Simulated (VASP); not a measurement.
# Cu (P6_3/mmc) in VASP: further runs, part 2 of 2

VASP 6.6.1. Earlier steps stand in the parts before.

## Step 3: Relaxation of cell and atoms, r2SCAN

Input file POSCAR:

```
Cu
1.0
    2.5307640267      0.0000000000      0.0000000000
   -1.2653820134      2.1917059381      0.0000000000
    0.0000000000      0.0000000000      8.2618150800
Cu
4
Direct
    0.6666666667      0.3333333333      0.7500000000
    0.0000000000      0.0000000000      0.5000000000
    0.3333333333      0.6666666667      0.2500000000
    0.0000000000      0.0000000000      0.0000000000
```

Input file INCAR.step1:

```
ALGO     = Normal         # electronic algorithm
EDIFF    = 1E-4           # SCF threshold, eV
ENCUT    = 600            # plane-wave cutoff, eV
GGA      = PE             # functional
ISMEAR   = -1             # smearing method
LASPH    = True           # aspherical terms in the spheres
LCHARG   = False          # write CHGCAR
LREAL    = False          # projectors in reciprocal space
LWAVE    = True           # write WAVECAR
NELM     = 100            # most SCF steps
PREC     = Accurate       # precision mode
SIGMA    = 0.05           # smearing width, eV
```

Input file INCAR.step2:

```
ALGO     = Normal         # electronic algorithm
EDIFF    = 1E-6           # SCF threshold, eV
EDIFFG   = -0.01          # ionic threshold
ENCUT    = 600            # plane-wave cutoff, eV
IBRION   = 2              # ionic algorithm
ISIF     = 3              # what is computed and relaxed
ISMEAR   = -1             # smearing method
ISTART   = 1            
LASPH    = True           # aspherical terms in the spheres
LCHARG   = False          # write CHGCAR
LMIXTAU  = True         
LREAL    = False          # projectors in reciprocal space
LWAVE    = False          # write WAVECAR
METAGGA  = R2SCAN         # meta-GGA
NELM     = 100            # most SCF steps
NSW      = 60             # ionic steps
PREC     = Accurate       # precision mode
SIGMA    = 0.05           # smearing width, eV
```

Input file KPOINTS:

```
k-points
0
Gamma
  12 12 4
```

Potentials or basis: VASP PAW PBE potentials, release 64 (Cu).

Run with:

```sh
$ cat potpaw_PBE.64/Cu/POTCAR > POTCAR
$ cp INCAR.step1 INCAR
$ mpirun -np 1 vasp_std > vasp.out
$ cp INCAR.step2 INCAR
$ mpirun -np 1 vasp_std > vasp.out
```

It took 14 min on 1 thread of Intel Xeon Platinum 8488C (Sapphire Rapids), shared host; peak memory 0.2 GiB.

Results (log left out):

```yaml
Free_energy: -43.2829 eV
Relaxed_volume: 11.50 Å³/atom
Relaxed_cell: a = 2.538 Å, b = 2.538 Å, c = 8.247 Å, α = 90.00°, β = 90.00°, γ = 120.00°
Space_group_after_relaxing_to_0.05_Å: P6_3/mmc (No. 194)
Energy_gained_by_relaxing: 0.2 meV/atom
Ionic_steps: 5
Pressure_after_relaxing: -0.1 GPa
Band_gap_on_the_k_mesh: zero (band 22 reaches 11.22 eV, above the bottom of band 23 at 5.81 eV)
```

The path:
| step | energy change (eV) | largest force (eV/Å) | pressure (GPa) | volume (Å³) |
| --- | --- | --- | --- | --- |
| 1 | 0.0000 | 0.0000 | 0.75 | 45.83 |
| 2 | -0.0002 | 0.0000 | -0.69 | 46.18 |
| 3 | -0.0005 | 0.0000 | -0.10 | 46.02 |
| 4 | -0.0006 | 0.0000 | -0.16 | 46.01 |
| 5 | -0.0006 | 0.0000 | -0.13 | 46.00 |

Final structure:
```
CELL_PARAMETERS angstrom
2.53784 0.00000 0.00000
-1.26892 2.19783 0.00000
0.00000 0.00000 8.24714
ATOMIC_POSITIONS crystal
Cu 0.66667 0.33333 0.75000
Cu 0.00000 0.00000 0.50000
Cu 0.33333 0.66667 0.25000
Cu 0.00000 0.00000 0.00000
```

Levels at points of the mesh, in eV from the Fermi level:
```csv
k point,band 20,band 21,band 22,band 23,band 24,band 25
"(0.00, 0.00, 0.00)",-2.01,-2.01,-1.70,-1.70,-0.98,4.28
"(0.50, 0.00, 0.00)",-1.53,-0.60,0.50,1.10,1.74,5.05
"(0.00, 0.00, 0.50)",-2.31,-1.83,-1.83,-1.83,-1.83,7.57
"(0.50, 0.00, 0.50)",-1.57,0.11,0.11,1.52,1.52,5.59
```

Caveat: the PAW data sets were made with another functional, which shifts forces and pressure a little.

## Step 4: Single point, r2SCAN

POSCAR is that of step 3.

Input file INCAR.step1:

```
PREC = Accurate
ENCUT = 520
ISMEAR = 1
SIGMA = 0.05
LREAL = False
LASPH = True
NELM = 80
NBANDS = 30
GGA = PE
ALGO = Normal
EDIFF = 1E-4
LWAVE = True
LCHARG = False
```

Input file INCAR.step2:

```
PREC = Accurate
ENCUT = 520
EDIFF = 1E-6
ISMEAR = 1
SIGMA = 0.05
LREAL = False
LASPH = True
NELM = 80
ALGO = Normal
ISIF = 2
LWAVE = False
LCHARG = False
METAGGA = R2SCAN
LMIXTAU = True
NBANDS = 30
ISTART = 1
```

Input file KPOINTS:

```
Automatic mesh
0
Gamma
  10 10 3
```

Run with:

```sh
$ cat potpaw_PBE.64/Cu/POTCAR > POTCAR
$ cp INCAR.step1 INCAR
$ mpirun -np 1 vasp_std > vasp.out
$ cp INCAR.step2 INCAR
$ mpirun -np 1 vasp_std > vasp.out
```

Wall time 1.8 min (1 thread of Intel Xeon 6975P-C (Granite Rapids), shared host); peak memory 0.17 GiB.

The run converged. Its results:

```
Free energy            : -43.2625 eV
Pressure               : 0.7 GPa
Band gap on the k mesh : zero (band 22 reaches 10.98 eV, above the bottom of band 23 at 5.92 eV)
```

Stress tensor (GPa, compression positive):
```
1.03 0.00 0.00
0.00 1.03 0.00
0.00 0.00 0.08
```

Levels at points of the mesh, in eV from the Fermi level:
| k point | band 21 | band 22 | band 23 | band 24 | band 25 | band 26 |
| --- | --- | --- | --- | --- | --- | --- |
| (0.00, 0.00, 0.00) | -2.14 | -1.83 | -1.83 | -1.16 | 4.11 | 13.23 |
| (0.50, 0.00, 0.00) | -0.72 | 0.37 | 0.99 | 1.63 | 4.96 | 4.97 |

Caveat: the PAW data sets were made with another functional, which shifts forces and pressure a little.

## Step 5: Single point, r2SCAN

POSCAR is that of step 4.

Input file INCAR.step1:

```
SYSTEM = Cu
ALGO = Normal
EDIFF = 1E-4
ENCUT = 520
GGA = PE
ISMEAR = 1
LASPH = .True.
LCHARG = .False.
LREAL = .False.
LWAVE = .True.
NBANDS = 30
NELM = 80
PREC = Accurate
SIGMA = 0.025
```

Input file INCAR.step2:

```
SYSTEM = Cu
ALGO = Normal
EDIFF = 1E-6
ENCUT = 520
ISIF = 2
ISMEAR = 1
ISTART = 1
LASPH = .True.
LCHARG = .True.
LELF = .True.
LMIXTAU = .True.
LREAL = .False.
LVHAR = .True.
LWAVE = .False.
METAGGA = R2SCAN
NBANDS = 30
NELM = 80
PREC = Accurate
SIGMA = 0.025
```

Input file KPOINTS:

```
k-points
0
Gamma
  10 10 3
  0 0 0
```

Potentials or basis: VASP PAW PBE potentials, release 64 (Cu).

Run with:

```sh
$ cat potpaw_PBE.64/Cu/POTCAR > POTCAR
$ cp INCAR.step1 INCAR
$ mpirun -np 1 vasp_std > vasp.out
$ cp INCAR.step2 INCAR
$ mpirun -np 1 vasp_std > vasp.out
```

OUTCAR:

```text
SYSTEM = Cu
   EDIFF = 1E-6
   ENCUT = 520
   ISIF = 2
   ISMEAR = 1
   ISTART = 1
   LASPH = .True.
   LREAL = .False.
   METAGGA = R2SCAN
   NELM = 80
   PREC = Accurate

 ion  position               nearest neighbor table
   1  0.667  0.333  0.750-   2 2.53   4 2.53   2 2.53   4 2.53   2 2.53   4 2.53
   2  0.000  0.000  0.500-   1 2.53   3 2.53   1 2.53   3 2.53   1 2.53   3 2.53
   3  0.333  0.667  0.250-   2 2.53   4 2.53   2 2.53   4 2.53   2 2.53   4 2.53
   4  0.000  0.000  0.000-   1 2.53   3 2.53   1 2.53   3 2.53   1 2.53   3 2.53

[... 996 lines left out ...]
  --------------------------------------------------------------------------------------
  -------------------------------------------------------------------------------------
  Total        0.2945361      0.2945361      0.0131870     -0.0000000     -0.0000000      0.0000000
  in kB       10.2976886     10.2976886      0.4610484     -0.0000000     -0.0000000      0.0000000
  external PRESSURE =       7.0188085 kB  Pullay stress =       0.0000000 kB

 VOLUME and BASIS-vectors are now :
 -----------------------------------------------------------------------------
  energy-cutoff  :      520.00
  volume of cell :       45.83
      direct lattice vectors                 reciprocal lattice vectors
     2.530764027  0.000000000  0.000000000     0.395137591  0.228132794  0.000000000
    -1.265382013  2.191705938  0.000000000     0.000000000  0.456265589  0.000000000
     0.000000000  0.000000000  8.261815080     0.000000000  0.000000000  0.121038778

 POSITION                                       TOTAL-FORCE (eV/Angst)
 -----------------------------------------------------------------------------------
      1.26538      0.73057      6.19636        -0.000000     -0.000000     -0.000000
      0.00000      0.00000      4.13091        -0.000000      0.000000      0.000000
     -0.00000      1.46114      2.06545         0.000000      0.000000      0.000000
      0.00000      0.00000      0.00000        -0.000000      0.000000      0.000000
 -----------------------------------------------------------------------------------
    total drift:                                0.000000     -0.000000      0.000000

  FREE ENERGIE OF THE ION-ELECTRON SYSTEM (eV)
  ---------------------------------------------------
  free  energy   TOTEN  =       -43.2625287885 eV

  energy  without entropy=      -43.2624581551  energy(sigma->0) =      -43.26250524
```

Wall time 1.9 min (1 thread of Intel Xeon 6975P-C (Granite Rapids), shared host); peak memory 0.18 GiB.

Results:

```yaml
Free_energy: -43.2625 eV
Pressure: 0.7 GPa
Band_gap_on_the_k_mesh: zero (band 22 reaches 10.98 eV, above the bottom of band 23 at 5.92 eV)
```

Stress tensor (GPa, compression positive):
```
1.03 0.00 0.00
0.00 1.03 0.00
0.00 0.00 0.05
```

Caveat: the PAW data sets were made with another functional, which shifts forces and pressure a little.

## Step 6: Single point, r2SCAN

POSCAR is that of step 5.

Input file INCAR.step1:

```
SYSTEM = Cu
PREC = Accurate ; ENCUT = 520
ISMEAR = 1 ; SIGMA = 0.01
LREAL = .False. ; LASPH = .True.
NELM = 100 ; NBANDS = 30
GGA = PE ; ALGO = Normal
EDIFF = 1E-4 ; LWAVE = .True.
LCHARG = .False.
```

Input file INCAR.step2:

```
SYSTEM = Cu
PREC = Accurate ; ENCUT = 520
EDIFF = 1E-7 ; ISMEAR = 1
SIGMA = 0.01 ; LREAL = .False.
LASPH = .True. ; NELM = 100
ALGO = Normal ; ISIF = 2
LWAVE = .False. ; LCHARG = .True.
METAGGA = R2SCAN ; LMIXTAU = .True.
LELF = .True. ; LVHAR = .True.
NBANDS = 30 ; ISTART = 1
```

Input file KPOINTS:

```
regular mesh
0
Gamma
  10 10 3
  0 0 0
```

Potentials or basis: VASP PAW PBE potentials, release 64 (Cu).

Run with:

```sh
$ cat potpaw_PBE.64/Cu/POTCAR > POTCAR
$ cp INCAR.step1 INCAR
$ mpirun -np 1 vasp_std > vasp.out
$ cp INCAR.step2 INCAR
$ mpirun -np 1 vasp_std > vasp.out
```

It took 2.1 min on 1 thread of Intel Xeon 6975P-C (Granite Rapids), shared host; peak memory 0.17 GiB.

It converged, with:

```yaml
Free_energy: -43.2624 eV
Pressure: 0.7 GPa
Band_gap_on_the_k_mesh: zero (band 22 reaches 10.98 eV, above the bottom of band 23 at 5.92 eV)
```

Stress tensor (GPa, compression positive):
```
1.05 0.00 0.00
0.00 1.05 0.00
0.00 0.00 0.13
```

Levels at points of the mesh, in eV from the Fermi level:
```tsv
k point	band 20	band 21	band 22	band 23	band 24	band 25	band 26	band 27
(0.00, 0.00, 0.00)	-2.15	-2.15	-1.84	-1.84	-1.17	4.09	13.21	13.22
(0.50, 0.00, 0.00)	-1.67	-0.74	0.35	0.98	1.61	4.94	4.95	8.97
```

Caveat: the PAW data sets were made with another functional, which shifts forces and pressure a little.

## Step 7: Summary

```csv
task,level,potentials or basis,cell,k mesh,cutoff (eV),smearing,second run,gap on the mesh (eV),pressure (GPa)
single point,PBE,"VASP PAW PBE potentials, release 64 (Cu_sv_GW)",as given,12 × 12 × 4,700,fermi-dirac 0.05 eV,valence_matched,none,1.7
relaxation of cell and atoms,r2SCAN,"VASP PAW PBE potentials, release 64 (Cu)",relaxed,12 × 12 × 4,600,fermi-dirac 0.05 eV,-,none,-0.1
single point,r2SCAN,"VASP PAW PBE potentials, release 64 (Cu)",as given,10 × 10 × 3,520,methfessel-paxton 0.05 eV,-,none,0.7
single point,r2SCAN,"VASP PAW PBE potentials, release 64 (Cu)",as given,10 × 10 × 3,520,methfessel-paxton 0.025 eV,-,none,0.7
single point,r2SCAN,"VASP PAW PBE potentials, release 64 (Cu)",as given,10 × 10 × 3,520,methfessel-paxton 0.01 eV,-,none,0.7
```

Alike in all rows: no spin polarisation.

Caveats: the PAW data sets were made with another functional, which shifts forces and pressure a little (some runs).

Total energies depend on the potentials used, so only differences within one code and one set of settings carry meaning.
